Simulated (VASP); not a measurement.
Set up this calculation in VASP 6.6.1, as the native input.

* Task: single point
* Functional: PBE
* Potentials or basis: VASP PAW PBE potentials, release 64 (K_sv, H)
* Cutoff: 520 eV
* k mesh: 6 × 6 × 6
* Occupations: gaussian, width 0.1 eV
* Spin: no spin polarisation
* Dipole correction: no
* Further INCAR settings: ALGO = Normal; EDIFF = 1e-06; NBANDS = 22

The structure of K3H lies in POSCAR:

```
K3H
1.0
   -2.3536125490      2.3536125490      5.2574202393
    2.3536125490     -2.3536125490      5.2574202393
    2.3536125490      2.3536125490     -5.2574202393
K H
3 1
Direct
    0.5000000000      0.5000000000      0.0000000000
    0.2500000000      0.7500000000      0.5000000000
    0.7500000000      0.2500000000      0.5000000000
    0.0000000000      0.0000000000      0.0000000000
```

One way to write it, as run:

INCAR

```
PREC = Accurate
ENCUT = 520
EDIFF = 1E-6
ISMEAR = 0
SIGMA = 0.1
LREAL = False
LASPH = True
NELM = 100
ALGO = Normal
ISIF = 2
LWAVE = False
LCHARG = True
GGA = PE
LELF = True
LVHAR = True
NBANDS = 22
```

KPOINTS

```
Automatic mesh
0
Gamma
  6 6 6
```

Potentials or basis: VASP PAW PBE potentials, release 64 (K_sv, H).

Run with:

```console
$ cat potpaw_PBE.64/K_sv/POTCAR potpaw_PBE.64/H/POTCAR > POTCAR
$ mpirun -np 1 vasp_std > vasp.out
```

It gave:

| Quantity | Value |
| --- | --- |
| Pressure | 6.1 GPa |
| Band gap on the k mesh | zero (bands 14 and 15 overlap by 0.79 eV) |

Caveat: the cell stands under pressure.

Wall time 3 min on 1 thread of Oxide Virtual Turin-like Processor (shared host), peak memory 0.3 GiB.
